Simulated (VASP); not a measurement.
# PrInBr4 (Immm) in VASP: single point with PBE

Aim: the single point of PrInBr4 with PBE.

Everything below comes from runs of VASP 6.6.1. Logs are shortened: lines on timing, memory, paths and dates and some standing lists are left out, and cuts for length are marked.

## 1. The cell of the first run

Symmetry: Immm, No. 71, orthorhombic system. Conventional cell: a = 8.218 Å, b = 8.593 Å, c = 9.072 Å, α = 90.00°, β = 90.00°, γ = 90.00°. Pr (site symmetry mmm) has 4 Br at 2.81 Å within 3.7 Å. In (site symmetry mmm) has 4 Br at 3.13 Å within 4.1 Å. Within 3.7 Å of Br (site symmetry m) lie 1 Pr at 2.81 Å and 1 In at 3.13 Å.

The cell was built from a structure type or drawn by symmetry, and may not be a known phase.

## 2. Single point, PBE

INCAR

```
PREC = Accurate ; ENCUT = 500
EDIFF = 1E-6 ; ISMEAR = 0
SIGMA = 0.15 ; LREAL = F
LASPH = T ; NELM = 200
ALGO = Normal ; ISIF = 2
LWAVE = F ; LCHARG = F
GGA = PE ; NBANDS = 35
GGA_COMPAT = F ; LMAXMIX = 6
```

KPOINTS

```
Automatic mesh
0
Gamma
  3 3 3
```

POSCAR

```
PrInBr4
1.0
   -4.1090868075      4.5362212839      4.2964465406
    4.1090868075     -4.5362212839      4.2964465406
    4.1090868075      4.5362212839     -4.2964465406
Pr In Br
1 1 4
Direct
    0.5000000000      0.5000000000      0.0000000000
    0.0000000000      0.5000000000      0.5000000000
    0.7324154177     -0.0265820355      0.2410025468
    0.2675845823      1.0265820355      0.7589974532
    0.7324154177      0.4914128708      0.7589974532
    0.2675845823      0.5085871292      0.2410025468
```

Potentials or basis: VASP PAW PBE potentials, release 64 (Pr_3, In_d, Br), 4f in core.

Launch:

```bash
$ cat potpaw_PBE.64/Pr_3/POTCAR potpaw_PBE.64/In_d/POTCAR potpaw_PBE.64/Br/POTCAR > POTCAR
$ mpirun -np 1 vasp_std > vasp.out
```

OUTCAR:

```text
PREC = Accurate
   ENCUT = 500
   EDIFF = 1E-6
   ISMEAR = 0
   LREAL = F
   LASPH = T
   NELM = 200
   ISIF = 2
   GGA = PE

 ion  position               nearest neighbor table
   1  0.500  0.500  0.000-   5 2.81   6 2.81   3 2.81   4 2.81
   2  0.000  0.500  0.500-   4 3.13   3 3.13   6 3.13   5 3.13
   3  0.732  0.973  0.241-   1 2.81   2 3.13
   4  0.268  0.027  0.759-   1 2.81   2 3.13
   5  0.732  0.491  0.759-   1 2.81   2 3.13
   6  0.268  0.509  0.241-   1 2.81   2 3.13

  LATTYP: Found a body centered orthorhombic cell.
 ALAT       =     8.2181736150
 B/A-ratio  =     1.0455964407
 C/A-ratio  =     1.1039487595

  Lattice vectors:

 A1 = (  -4.1090868075,  -4.5362212839,   4.2964465406)
 A2 = (   4.1090868075,  -4.5362212839,  -4.2964465406)
 A3 = (   4.1090868075,   4.5362212839,   4.2964465406)

Analysis of symmetry for initial positions (statically):
=====================================================================
 Subroutine PRICEL returns:
 Original cell was already a primitive cell.

 Routine SETGRP: Setting up the symmetry group for a
 body centered orthorhombic supercell.

 Subroutine GETGRP returns: Found  8 space group operations
 (whereof  8 operations were pure point group operations)
 out of a pool of  8 trial point group operations.

The static configuration has the point symmetry D_2h.

Analysis of symmetry for dynamics (positions and initial velocities):
=====================================================================
 Subroutine PRICEL returns:
 Original cell was already a primitive cell.

 Routine SETGRP: Setting up the symmetry group for a
 body centered orthorhombic supercell.

 Subroutine GETGRP returns: Found  8 space group operations
 (whereof  8 operations were pure point group operations)
 out of a pool of  8 trial point group operations.

The dynamic configuration has the point symmetry D_2h.

 Subroutine INISYM returns: Found  8 space group operations
 (whereof  8 operations are pure point group operations),
 and found     1 'primitive' translations

----------------------------------------------------------------------------------------

                                     Primitive cell

  volume of cell :     320.3384

  direct lattice vectors                    reciprocal lattice vectors
    -4.109086807  4.536221284  4.296446541     0.000000000  0.110223900  0.116375241
     4.109086807 -4.536221284  4.296446541     0.121681537  0.000000000  0.116375241
     4.109086807  4.536221284 -4.296446541     0.121681537  0.110223900  0.000000000

  length of vectors
     7.478057957  7.478057957  7.478057957     0.160288817  0.168373374  0.164181925

  position of ions in fractional coordinates (direct lattice)
     0.500000000  0.500000000  0.000000000
     0.000000000  0.500000000  0.500000000
     0.732415418  0.973417965  0.241002547
     0.267584582  0.026582035  0.758997453
     0.732415418  0.491412871  0.758997453
     0.267584582  0.508587129  0.241002547

  ion indices of the primitive-cell ions
   primitive index   ion index
                 1           1
                 2           2
                 3           3
                 4           4
                 5           5
                 6           6

----------------------------------------------------------------------------------------

 KPOINTS: Automatic mesh

Automatic generation of k-mesh.
 Grid dimensions read from file:
 generate k-points for:    3    3    3

 Generating k-lattice:

  Cartesian coordinates                     Fractional coordinates (reciprocal lattice)
     0.000000000  0.036741300  0.038791747     0.333333333  0.000000000  0.000000000
     0.040560512  0.000000000  0.038791747    -0.000000000  0.333333333  0.000000000
     0.040560512  0.036741300  0.000000000    -0.000000000  0.000000000  0.333333333

  Length of vectors
     0.053429606  0.056124458  0.054727308

  Shift w.r.t. Gamma in fractional coordinates (k-lattice)
     0.000000000  0.000000000  0.000000000

 Subroutine IBZKPT returns following result:
 ===========================================

 Found      8 irreducible k-points:

 Following reciprocal coordinates:
            Coordinates               Weight
  0.000000  0.000000  0.000000      1.000000
  0.333333 -0.000000  0.000000      4.000000
 -0.000000  0.333333  0.000000      4.000000
  0.333333  0.333333  0.000000      8.000000
 -0.333333  0.333333  0.000000      4.000000
 -0.333333  0.333333  0.333333      2.000000
  0.333333 -0.333333  0.333333      2.000000
 -0.333333 -0.333333  0.333333      2.000000
   k-points           NKPTS =      8   k-points in BZ     NKDIM =      8   number of bands    NBANDS=     35
   number of dos      NEDOS =    301   number of ions     NIONS =      6
   total plane-waves  NPLWV = 175616
   dimension x,y,z NGX =    56 NGY =   56 NGZ =   56
   dimension x,y,z NGXF=   112 NGYF=  112 NGZF=  112
   ions per type =               1   1   4
   NGX,Y,Z   is equivalent  to a cutoff of  12.45, 12.45, 12.45 a.u.
   NGXF,Y,Z  is equivalent  to a cutoff of  24.90, 24.90, 24.90 a.u.
 SYSTEM =  unknown system
   PREC   = accura    normal or accurate (medium, high low for compatibility)
   ISTART =      0    job   : 0-new  1-cont  2-samecut
   ICHARG =      2    charge: 1-file 2-atom 10-const
   ISPIN  =      1    spin polarized calculation?
   LNONCOLLINEAR =      F non collinear calculations
   LSORBIT =      F    spin-orbit coupling
   LASPH  =      T    aspherical Exc in radial PAW
   ENCUT  =  500.0 eV  36.75 Ry    6.06 a.u.  13.63 13.63 13.63*2*pi/ulx,y,z
   NELM   =    200;   NELMIN=  2; NELMDL= -5     # of ELM steps
   EDIFF  = 0.1E-05   stopping-criterion for ELM
   LREAL  =      F    real-space projection
   EDIFFG = 0.1E-04   stopping-criterion for IOM
   NSW    =      0    number of steps for IOM
   IBRION =     -1    ionic relax: 0-MD 1-quasi-New 2-CG
   NFREE  =      0    steps in history (QN), initial steepest desc. (CG)
   ISIF   =      2    stress and relaxation
   ISYM   =      2    0-nonsym 1-usesym 2-fastsym
   POTIM  = 0.5000    time-step for ionic-motion
   TEBEG  =    0.0;   TEEND  =   0.0 temperature during run
   PSTRESS=    0.0 pullay stress
   NELECT =      52.0000    total number of electrons
   NUPDOWN=      -1.0000    fix difference up-down
   EMIN   =  10.00;   EMAX   =-10.00  energy-range for DOS
   EFERMI =   0.00;   METHOD = LEGACY
   ISMEAR =     0;   SIGMA  =   0.15  broadening in eV -4-tet -1-fermi 0-gaus
   EFERMI_NEDOS =   21; number of points for ismear=-14 and -15
   IALGO  =     38    algorithm
   IMIX   =      4    mixing-type and parameters
     AMIX     =   0.40;   BMIX     =  1.00
     AMIX_MAG =   1.60;   BMIX_MAG =  1.00
  volume/ion in A,a.u.               =      53.39       360.29
  Fermi-wavevector in a.u.,A,eV,Ry     =   0.893044  1.687609 10.851027  0.797528
  Thomas-Fermi vector in A             =   2.015071
   LORBIT       =      0    0 simple, 1 ext, 2 COOP (PROOUT), +10 PAW based schemes
   GGA     = PE    functional components
   LHFCALC =     F    Hartree Fock is set to
   AEXX    =    0.0000 exact exchange contribution
   IVDW    =     0    specifies the selected vdW correction
   LEPSILON=     F    determine dielectric tensor
   LRPA    =     F    only Hartree local field effects (RPA)
 non-spin polarized calculation
 Gauss-broadening in eV      SIGMA  =   0.15
  energy-cutoff  :      500.00
  volume of cell :      320.34
 maximum number of plane-waves:      8146
 NGX is ok and might be reduce to    54
   NGX = 27   NGY = 27   NGZ = 27

 number of electron      52.0000000 magnetization

 Free energy of the ion-electron system (eV)
  ---------------------------------------------------
  ext. energy  EPLUGINS =         0.00000000
  ---------------------------------------------------
  free energy    TOTEN  =       -20.64287485 eV

  energy without entropy =      -20.64287485  energy(sigma->0) =      -20.64287485

 E-fermi :  -0.9335     XC(G=0):  -6.2216

 val. band max:       -1.7262164035   @ k =  -0.3333  -0.3333   0.3333
 cond. band min:      -0.0607152490   @ k =   0.3333  -0.0000   0.0000
 fundamental gap:      1.6655011545
 Fermi energy:        -0.9334951234

 k-point     1 :       0.0000    0.0000    0.0000
  band No.  band energies     occupation
      1     -37.9733      2.00000
      2     -20.1269      2.00000
      3     -19.9087      2.00000
      4     -19.9055      2.00000
      5     -15.1803      2.00000
      6     -15.1521      2.00000
[... 27 lines left out ...]
     34       3.8545      0.00000
     35       4.4250      0.00000

 k-point     2 :       0.3333   -0.0000    0.0000
  band No.  band energies     occupation
      1     -37.9733      2.00000
      2     -20.1270      2.00000
      3     -19.9090      2.00000
      4     -19.9059      2.00000
      5     -15.1516      2.00000
      6     -15.1121      2.00000
[... 27 lines left out ...]
     34       4.4686      0.00000
     35       4.9740      0.00000

 k-point     3 :      -0.0000    0.3333    0.0000
  band No.  band energies     occupation
      1     -37.9733      2.00000
      2     -20.1270      2.00000
      3     -19.9092      2.00000
      4     -19.9058      2.00000
      5     -15.1699      2.00000
      6     -15.1341      2.00000
[... 27 lines left out ...]
     34       4.3748      0.00000
     35       5.3086      0.00000

 k-point     4 :       0.3333    0.3333    0.0000
  band No.  band energies     occupation
      1     -37.9733      2.00000
      2     -20.1270      2.00000
      3     -19.9093      2.00000
      4     -19.9059      2.00000
      5     -15.1651      2.00000
      6     -15.1358      2.00000
[... 27 lines left out ...]
     34       4.5099      0.00000
     35       5.0150      0.00000

 k-point     5 :      -0.3333    0.3333    0.0000
  band No.  band energies     occupation
      1     -37.9733      2.00000
      2     -20.1270      2.00000
      3     -19.9092      2.00000
      4     -19.9057      2.00000
      5     -15.1512      2.00000
      6     -15.1125      2.00000
[... 27 lines left out ...]
     34       4.4810      0.00000
     35       4.9759      0.00000

 k-point     6 :      -0.3333    0.3333    0.3333
  band No.  band energies     occupation
      1     -37.9733      2.00000
      2     -20.1270      2.00000
      3     -19.9095      2.00000
      4     -19.9060      2.00000
      5     -15.1499      2.00000
      6     -15.1075      2.00000
[... 27 lines left out ...]
     34       4.9390      0.00000
     35       5.0927      0.00000

 k-point     7 :       0.3333   -0.3333    0.3333
  band No.  band energies     occupation
      1     -37.9733      2.00000
      2     -20.1270      2.00000
      3     -19.9093      2.00000
      4     -19.9061      2.00000
      5     -15.1765      2.00000
      6     -15.1442      2.00000
[... 27 lines left out ...]
     34       4.4488      0.00000
     35       4.4868      0.00000

 k-point     8 :      -0.3333   -0.3333    0.3333
  band No.  band energies     occupation
      1     -37.9733      2.00000
      2     -20.1270      2.00000
      3     -19.9093      2.00000
      4     -19.9062      2.00000
      5     -15.1502      2.00000
      6     -15.1071      2.00000
[... 27 lines left out ...]
     34       4.9177      0.00000
     35       4.9787      0.00000

------------------------ aborting loop because EDIFF is reached ----------------------------------------

  FORCE on cell =-STRESS in cart. coord.  units (eV):
  Direction    XX          YY          ZZ          XY          YZ          ZX
  --------------------------------------------------------------------------------------
  -------------------------------------------------------------------------------------
  Total        0.5186962      0.8888300      0.0728798      0.0000000      0.0000000      0.0000000
  in kB        2.5942670      4.4454969      0.3645093      0.0000000      0.0000000      0.0000000
  external PRESSURE =       2.4680911 kB  Pullay stress =       0.0000000 kB

 VOLUME and BASIS-vectors are now :
 -----------------------------------------------------------------------------
  energy-cutoff  :      500.00
  volume of cell :      320.34
      direct lattice vectors                 reciprocal lattice vectors
    -4.109086807  4.536221284  4.296446541     0.000000000  0.110223900  0.116375241
     4.109086807 -4.536221284  4.296446541     0.121681537  0.000000000  0.116375241
     4.109086807  4.536221284 -4.296446541     0.121681537  0.110223900  0.000000000

 POSITION                                       TOTAL-FORCE (eV/Angst)
 -----------------------------------------------------------------------------------
      0.00000      0.00000      4.29645        -0.000000     -0.000000      0.000000
      4.10909      0.00000      0.00000         0.000000     -0.000000      0.000000
      1.98060     -0.00000      6.29357         0.038551     -0.000000      0.035722
      2.12849      4.53622     -1.99712        -0.038551     -0.000000     -0.035722
      2.12849      4.53622      1.99712        -0.038551     -0.000000      0.035722
      1.98060     -0.00000      2.29933         0.038551      0.000000     -0.035722
 -----------------------------------------------------------------------------------
    total drift:                                0.000000     -0.000000      0.000000

  FREE ENERGIE OF THE ION-ELECTRON SYSTEM (eV)
  ---------------------------------------------------
  free  energy   TOTEN  =       -20.6428748479 eV

  energy  without entropy=      -20.6428748479  energy(sigma->0) =      -20.64287485
```

Run time: 79 s. Hardware: 1 thread of Intel Xeon 6975P-C (Granite Rapids), shared host; peak memory 0.43 GiB.

Results:

```yaml
Free_energy: -20.6429 eV
Pressure: 0.2 GPa
Largest_force: 0.053 eV/Å
Band_gap_on_the_k_mesh: 1.67 eV (least direct gap 1.68 eV)
```

Forces on the atoms (eV/Å):
```
Pr   0.000  0.000  0.000
In   0.000  0.000  0.000
Br   0.039  0.000  0.036
Br  -0.039  0.000 -0.036
Br  -0.039  0.000  0.036
Br   0.039  0.000 -0.036
```

Levels at points of the mesh, in eV from the valence-band top:
```tsv
k point	band 22	band 23	band 24	band 25	band 26	band 27	band 28	band 29	band 30	band 31
(0.00, 0.00, 0.00)	-0.88	-0.77	-0.60	-0.59	-0.18	2.34	2.47	3.39	3.39	3.63
```

Caveat: spin-orbit coupling is left out, which moves the levels of the heavy elements; an odd mesh through Γ misses points on the zone boundary, where band edges can lie; the 4f electrons are frozen in the core, so they carry no moment and show no levels.
